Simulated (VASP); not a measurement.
# PbSe (I4/mmm) in VASP: notebook

PbSe is run at these levels: PBEsol; tasks: single point.

Everything below comes from runs of VASP 6.6.1. Logs are shortened: lines on timing, memory, paths and dates and some standing lists are left out, and cuts for length are marked.

## (1) The cell of the first run

The structure is tetragonal, space group I4/mmm (No. 139). Conventional cell: a = 4.331 Å, b = 4.331 Å, c = 6.063 Å, α = 90.00°, β = 90.00°, γ = 90.00°. Within 4.0 Å of Pb (site symmetry 4/mmm) lie 6 Se at 3.03 to 3.06 Å. Se (site symmetry 4/mmm) has 6 Pb at 3.03 to 3.06 Å within 4.0 Å.

## (2) Single point, PBEsol (zz strain of -1 %)

Input file INCAR:

```
SYSTEM = PbSe
  PREC = Accurate
  ENCUT = 520
  EDIFF = 1E-6
  ISMEAR = -1
  SIGMA = 0.02
  LREAL = .FALSE.
  LASPH = .TRUE.
  NELM = 80
  ALGO = Normal
  ISIF = 2
  LWAVE = .FALSE.
  LCHARG = .FALSE.
  GGA = PS
  NBANDS = 17
```

Input file KPOINTS:

```
regular mesh
0
G
  7 7 7
  0 0 0
```

Input file POSCAR:

```
PbSe
1.0
    0.0000000000      3.0621500000      3.0315285000
    3.0621500000      0.0000000000      3.0315285000
    3.0621500000      3.0621500000      0.0000000000
Pb Se
1 1
Direct
    0.0000000000      0.0000000000      0.0000000000
    0.5000000000      0.5000000000      0.5000000000
```

Potentials or basis: VASP PAW PBE potentials, release 64 (Pb_d, Se).

Run with:

```console
$ cat potpaw_PBE.64/Pb_d/POTCAR potpaw_PBE.64/Se/POTCAR > POTCAR
$ mpirun -np 1 vasp_std > vasp.out
```

OUTCAR:

```text
SYSTEM = PbSe
   PREC = Accurate
   ENCUT = 520
   EDIFF = 1E-6
   ISMEAR = -1
   LREAL = .FALSE.
   LASPH = .TRUE.
   NELM = 80
   ISIF = 2
   GGA = PS

 ion  position               nearest neighbor table
   1  0.000  0.000  0.000-   2 3.03   2 3.03   2 3.06   2 3.06   2 3.06   2 3.06
   2  0.500  0.500  0.500-   1 3.03   1 3.03   1 3.06   1 3.06   1 3.06   1 3.06

  LATTYP: Found a body centered tetragonal cell.
 ALAT       =     4.3305340600
 C/A-ratio  =     1.4000714267

  Lattice vectors:

 A1 = (   0.0000000000,  -3.0621500000,  -3.0315285000)
 A2 = (   0.0000000000,   3.0621500000,  -3.0315285000)
 A3 = (   3.0621500000,   0.0000000000,   3.0315285000)

Analysis of symmetry for initial positions (statically):
=====================================================================
 Subroutine PRICEL returns:
 Original cell was already a primitive cell.

 Routine SETGRP: Setting up the symmetry group for a
 body centered tetragonal supercell.

 Subroutine GETGRP returns: Found 16 space group operations
 (whereof 16 operations were pure point group operations)
 out of a pool of 16 trial point group operations.

The static configuration has the point symmetry D_4h.

Analysis of symmetry for dynamics (positions and initial velocities):
=====================================================================
 Subroutine PRICEL returns:
 Original cell was already a primitive cell.

 Routine SETGRP: Setting up the symmetry group for a
 body centered tetragonal supercell.

 Subroutine GETGRP returns: Found 16 space group operations
 (whereof 16 operations were pure point group operations)
 out of a pool of 16 trial point group operations.

The dynamic configuration has the point symmetry D_4h.

 Subroutine INISYM returns: Found 16 space group operations
 (whereof 16 operations are pure point group operations),
 and found     1 'primitive' translations

----------------------------------------------------------------------------------------

                                     Primitive cell

  volume of cell :      56.8518

  direct lattice vectors                    reciprocal lattice vectors
     0.000000000  3.062150000  3.031528500    -0.163283967  0.163283967  0.164933300
     3.062150000  0.000000000  3.031528500     0.163283967 -0.163283967  0.164933300
     3.062150000  3.062150000  0.000000000     0.163283967  0.163283967 -0.164933300

  length of vectors
     4.308935793  4.308935793  4.330534060     0.283771565  0.283771565  0.283771565

  position of ions in fractional coordinates (direct lattice)
     0.000000000  0.000000000  0.000000000
     0.500000000  0.500000000  0.500000000

  ion indices of the primitive-cell ions
   primitive index   ion index
                 1           1
                 2           2

----------------------------------------------------------------------------------------

 KPOINTS: regular mesh

Automatic generation of k-mesh.
 Grid dimensions read from file:
 generate k-points for:    7    7    7

 Generating k-lattice:

  Cartesian coordinates                     Fractional coordinates (reciprocal lattice)
    -0.023326281  0.023326281  0.023561900     0.142857143  0.000000000  0.000000000
     0.023326281 -0.023326281  0.023561900     0.000000000  0.142857143  0.000000000
     0.023326281  0.023326281 -0.023561900    -0.000000000 -0.000000000  0.142857143

  Length of vectors
     0.040538795  0.040538795  0.040538795

  Shift w.r.t. Gamma in fractional coordinates (k-lattice)
     0.000000000  0.000000000  0.000000000

 Subroutine IBZKPT returns following result:
 ===========================================

 Found     40 irreducible k-points:

 Following reciprocal coordinates:
            Coordinates               Weight
  0.000000  0.000000  0.000000      1.000000
  0.142857  0.000000  0.000000      8.000000
  0.285714 -0.000000  0.000000      8.000000
  0.428571 -0.000000  0.000000      8.000000
  0.142857  0.142857  0.000000      2.000000
  0.285714  0.142857  0.000000      8.000000
[... 16 lines left out ...]
  0.428571  0.285714  0.142857      8.000000
 -0.428571  0.285714  0.142857     16.000000
 [... further k-points ...]
   k-points           NKPTS =     40   k-points in BZ     NKDIM =     40   number of bands    NBANDS=     17
   number of dos      NEDOS =    301   number of ions     NIONS =      2
   total plane-waves  NPLWV =  32768
   dimension x,y,z NGX =    32 NGY =   32 NGZ =   32
   dimension x,y,z NGXF=    64 NGYF=   64 NGZF=   64
   ions per type =               1   1
   NGX,Y,Z   is equivalent  to a cutoff of  12.35, 12.35, 12.28 a.u.
   NGXF,Y,Z  is equivalent  to a cutoff of  24.69, 24.69, 24.57 a.u.
 SYSTEM =  PbSe
   PREC   = accura    normal or accurate (medium, high low for compatibility)
   ISTART =      0    job   : 0-new  1-cont  2-samecut
   ICHARG =      2    charge: 1-file 2-atom 10-const
   ISPIN  =      1    spin polarized calculation?
   LNONCOLLINEAR =      F non collinear calculations
   LSORBIT =      F    spin-orbit coupling
   LASPH  =      T    aspherical Exc in radial PAW
   ENCUT  =  520.0 eV  38.22 Ry    6.18 a.u.   8.01  8.01  8.05*2*pi/ulx,y,z
   NELM   =     80;   NELMIN=  2; NELMDL= -5     # of ELM steps
   EDIFF  = 0.1E-05   stopping-criterion for ELM
   LREAL  =      F    real-space projection
   EDIFFG = 0.1E-04   stopping-criterion for IOM
   NSW    =      0    number of steps for IOM
   IBRION =     -1    ionic relax: 0-MD 1-quasi-New 2-CG
   NFREE  =      0    steps in history (QN), initial steepest desc. (CG)
   ISIF   =      2    stress and relaxation
   ISYM   =      2    0-nonsym 1-usesym 2-fastsym
   POTIM  = 0.5000    time-step for ionic-motion
   TEBEG  =    0.0;   TEEND  =   0.0 temperature during run
   PSTRESS=    0.0 pullay stress
   NELECT =      20.0000    total number of electrons
   NUPDOWN=      -1.0000    fix difference up-down
   EMIN   =  10.00;   EMAX   =-10.00  energy-range for DOS
   EFERMI =   0.00;   METHOD = LEGACY
   ISMEAR =    -1;   SIGMA  =   0.02  broadening in eV -4-tet -1-fermi 0-gaus
   EFERMI_NEDOS =   21; number of points for ismear=-14 and -15
   IALGO  =     38    algorithm
   IMIX   =      4    mixing-type and parameters
     AMIX     =   0.40;   BMIX     =  1.00
     AMIX_MAG =   1.60;   BMIX_MAG =  1.00
  volume/ion in A,a.u.               =      28.43       191.83
  Fermi-wavevector in a.u.,A,eV,Ry     =   1.155677  2.183914 18.171810  1.335590
  Thomas-Fermi vector in A             =   2.292304
   LORBIT       =      0    0 simple, 1 ext, 2 COOP (PROOUT), +10 PAW based schemes
   GGA     = PS    functional components
   LHFCALC =     F    Hartree Fock is set to
   AEXX    =    0.0000 exact exchange contribution
   IVDW    =     0    specifies the selected vdW correction
   LEPSILON=     F    determine dielectric tensor
   LRPA    =     F    only Hartree local field effects (RPA)
 non-spin polarized calculation
  energy-cutoff  :      520.00
  volume of cell :       56.85
 maximum number of plane-waves:      1550
   NGX = 17   NGY = 17   NGZ = 17

 number of electron      20.0000002 magnetization

 Free energy of the ion-electron system (eV)
  ---------------------------------------------------
  ext. energy  EPLUGINS =         0.00000000
  ---------------------------------------------------
  free energy    TOTEN  =        -8.91848898 eV

  energy without entropy =       -8.91848898  energy(sigma->0) =       -8.91848898

 E-fermi :   5.1427     XC(G=0):  -9.7596

 val. band max:        4.7393626642   @ k =   0.4286  -0.0000   0.0000
 cond. band min:       5.5528525710   @ k =   0.4286  -0.0000   0.0000
 fundamental gap:      0.8134899068
 Fermi energy:         5.1426698251

 k-point     1 :       0.0000    0.0000    0.0000
  band No.  band energies     occupation
      1     -11.7459      2.00000
      2     -11.7458      2.00000
      3     -11.7436      2.00000
      4     -11.7436      2.00000
      5     -11.7410      2.00000
      6      -8.6662      2.00000
[... 9 lines left out ...]
     16      11.4866      0.00000
     17      12.9923      0.00000

 k-point     2 :       0.1429    0.0000    0.0000
  band No.  band energies     occupation
      1     -11.7503      2.00000
      2     -11.7471      2.00000
      3     -11.7437      2.00000
      4     -11.7377      2.00000
      5     -11.7372      2.00000
      6      -8.5090      2.00000
[... 9 lines left out ...]
     16      11.9036      0.00000
     17      14.4211      0.00000

 k-point     3 :       0.2857   -0.0000    0.0000
  band No.  band energies     occupation
      1     -11.7609      2.00000
      2     -11.7581      2.00000
      3     -11.7425      2.00000
      4     -11.7236      2.00000
      5     -11.7220      2.00000
      6      -8.0915      2.00000
[... 9 lines left out ...]
     16      13.0051      0.00000
     17      16.5876      0.00000

 k-point     4 :       0.4286   -0.0000    0.0000
  band No.  band energies     occupation
      1     -11.7694      2.00000
      2     -11.7670      2.00000
      3     -11.7418      2.00000
      4     -11.7121      2.00000
      5     -11.7097      2.00000
      6      -7.6478      2.00000
[... 9 lines left out ...]
     16      14.6282      0.00000
     17      15.7236      0.00000

 k-point     5 :       0.1429    0.1429    0.0000
  band No.  band energies     occupation
      1     -11.7551      2.00000
      2     -11.7496      2.00000
      3     -11.7420      2.00000
      4     -11.7350      2.00000
      5     -11.7350      2.00000
      6      -8.4500      2.00000
[... 9 lines left out ...]
     16      12.7276      0.00000
     17      13.6945      0.00000

 k-point     6 :       0.2857    0.1429    0.0000
  band No.  band energies     occupation
      1     -11.7733      2.00000
      2     -11.7495      2.00000
      3     -11.7468      2.00000
      4     -11.7259      2.00000
      5     -11.7201      2.00000
      6      -8.1071      2.00000
[... 9 lines left out ...]
     16      13.8214      0.00000
     17      15.3131      0.00000

 k-point     7 :       0.4286    0.1429    0.0000
  band No.  band energies     occupation
      1     -11.7861      2.00000
      2     -11.7570      2.00000
      3     -11.7434      2.00000
      4     -11.7190      2.00000
      5     -11.7079      2.00000
      6      -7.6488      2.00000
[... 9 lines left out ...]
     16      15.2702      0.00000
     17      15.8412      0.00000

 k-point     8 :      -0.4286    0.1429    0.0000
  band No.  band energies     occupation
      1     -11.7848      2.00000
      2     -11.7639      2.00000
      3     -11.7378      2.00000
      4     -11.7169      2.00000
      5     -11.7086      2.00000
      6      -7.4783      2.00000
[... 9 lines left out ...]
     16      14.4774      0.00000
     17      16.1943      0.00000
[... 203 lines left out ...]
      1     -11.7882      2.00000
      2     -11.7550      2.00000
      3     -11.7410      2.00000
      4     -11.7203      2.00000
      5     -11.7093      2.00000
      6      -7.6612      2.00000
[... 9 lines left out ...]
     16      15.2096      0.00000
     17      15.8398      0.00000

 k-point    20 :      -0.4286    0.0000    0.1429
  band No.  band energies     occupation
      1     -11.7853      2.00000
      2     -11.7623      2.00000
      3     -11.7374      2.00000
      4     -11.7158      2.00000
      5     -11.7101      2.00000
      6      -7.4814      2.00000
[... 9 lines left out ...]
     16      14.4873      0.00000
     17      16.1369      0.00000

 k-point    21 :      -0.2857    0.0000    0.1429
  band No.  band energies     occupation
      1     -11.7708      2.00000
      2     -11.7613      2.00000
      3     -11.7397      2.00000
      4     -11.7223      2.00000
      5     -11.7165      2.00000
      6      -7.8085      2.00000
[... 9 lines left out ...]
     16      15.1239      0.00000
     17      15.6249      0.00000

 k-point    22 :      -0.1429    0.0000    0.1429
  band No.  band energies     occupation
      1     -11.7564      2.00000
      2     -11.7527      2.00000
      3     -11.7438      2.00000
      4     -11.7350      2.00000
      5     -11.7249      2.00000
      6      -8.2588      2.00000
[... 9 lines left out ...]
     16      13.3051      0.00000
     17      14.2293      0.00000

 k-point    23 :       0.4286    0.2857    0.1429
  band No.  band energies     occupation
      1     -11.7966      2.00000
      2     -11.7487      2.00000
      3     -11.7480      2.00000
      4     -11.7153      2.00000
      5     -11.7142      2.00000
      6      -7.7313      2.00000
[... 9 lines left out ...]
     16      14.8073      0.00000
     17      15.6858      0.00000

 k-point    24 :      -0.4286    0.2857    0.1429
  band No.  band energies     occupation
      1     -11.8115      2.00000
      2     -11.7532      2.00000
      3     -11.7387      2.00000
      4     -11.7199      2.00000
      5     -11.7052      2.00000
      6      -7.3706      2.00000
[... 9 lines left out ...]
     16      15.4285      0.00000
     17      16.3880      0.00000

 [... further k-points ...]
[... 5 lines left out ...]
  --------------------------------------------------------------------------------------
  -------------------------------------------------------------------------------------
  Total       -0.1865676     -0.1865676      0.2705076      0.0000000      0.0000000     -0.0000000
  in kB       -5.2577769     -5.2577769      7.6233446      0.0000000      0.0000000     -0.0000000
  external PRESSURE =      -0.9640697 kB  Pullay stress =       0.0000000 kB

 VOLUME and BASIS-vectors are now :
 -----------------------------------------------------------------------------
  energy-cutoff  :      520.00
  volume of cell :       56.85
      direct lattice vectors                 reciprocal lattice vectors
     0.000000000  3.062150000  3.031528500    -0.163283967  0.163283967  0.164933300
     3.062150000  0.000000000  3.031528500     0.163283967 -0.163283967  0.164933300
     3.062150000  3.062150000  0.000000000     0.163283967  0.163283967 -0.164933300

 POSITION                                       TOTAL-FORCE (eV/Angst)
 -----------------------------------------------------------------------------------
      0.00000      0.00000      0.00000         0.000000      0.000000     -0.000000
      3.06215      3.06215      3.03153        -0.000000     -0.000000      0.000000
 -----------------------------------------------------------------------------------
    total drift:                                0.000000     -0.000000     -0.000000

  FREE ENERGIE OF THE ION-ELECTRON SYSTEM (eV)
  ---------------------------------------------------
  free  energy   TOTEN  =        -8.9184889815 eV

  energy  without entropy=       -8.9184889814  energy(sigma->0) =       -8.91848898
```

It took 69 s on 1 thread of AMD EPYC 7R13, shared host; peak memory 0.17 GiB.

What came out:

* Free energy: -8.9185 eV
* Pressure: -0.1 GPa
* Band gap on the k mesh: 0.81 eV, direct

Levels at points of the mesh, in eV from the valence-band top:
```tsv
k point	band 7	band 8	band 9	band 10	band 11	band 12	band 13	band 14
(0.00, 0.00, 0.00)	-6.04	-1.70	-1.60	-1.60	4.90	4.90	5.13	6.69
```

Caveat: the cell differs from its parent crystal (zz strain of -1 %); the PAW data sets were made with another functional, which shifts forces and pressure a little; spin-orbit coupling is left out, which moves the levels of the heavy elements. A k mesh can miss the band edges.

## (3) Single point, PBEsol (zz strain of +1 %)

Input file INCAR:

```
PREC = Accurate
ENCUT = 520
EDIFF = 1E-6
ISMEAR = -1
SIGMA = 0.02
LREAL = False
LASPH = True
NELM = 80
ALGO = Normal
ISIF = 2
LWAVE = False
LCHARG = False
GGA = PS
NBANDS = 17
```

Input file KPOINTS:

```
regular mesh
0
Gamma
  7 7 7
```

Input file POSCAR:

```
PbSe
1.0
    0.0000000000      3.0621500000      3.0927715000
    3.0621500000      0.0000000000      3.0927715000
    3.0621500000      3.0621500000      0.0000000000
Pb Se
1 1
Direct
    0.0000000000      0.0000000000      0.0000000000
    0.5000000000      0.5000000000      0.5000000000
```

Potentials or basis: VASP PAW PBE potentials, release 64 (Pb_d, Se).

Run with:

```console
$ cat potpaw_PBE.64/Pb_d/POTCAR potpaw_PBE.64/Se/POTCAR > POTCAR
$ mpirun -np 1 vasp_std > vasp.out
```

Wall time 69 s (1 thread of AMD EPYC 7R13, shared host); peak memory 0.17 GiB.

It converged, with:

```yaml
Free_energy: -8.9146 eV
Pressure: -1.1 GPa
Band_gap_on_the_k_mesh: 0.83 eV, direct
```

Stress tensor (GPa, compression positive):
```
-0.74  0.00  0.00
 0.00 -0.74  0.00
 0.00  0.00 -1.86
```

Levels at points of the mesh, in eV from the valence-band top:
| k point | band 8 | band 9 | band 10 | band 11 | band 12 | band 13 |
| --- | --- | --- | --- | --- | --- | --- |
| (0.00, 0.00, 0.00) | -1.58 | -1.58 | -1.49 | 4.77 | 5.00 | 5.00 |

Caveat: the cell differs from its parent crystal (zz strain of +1 %); the PAW data sets were made with another functional, which shifts forces and pressure a little; spin-orbit coupling is left out, which moves the levels of the heavy elements. A k mesh can miss the band edges.
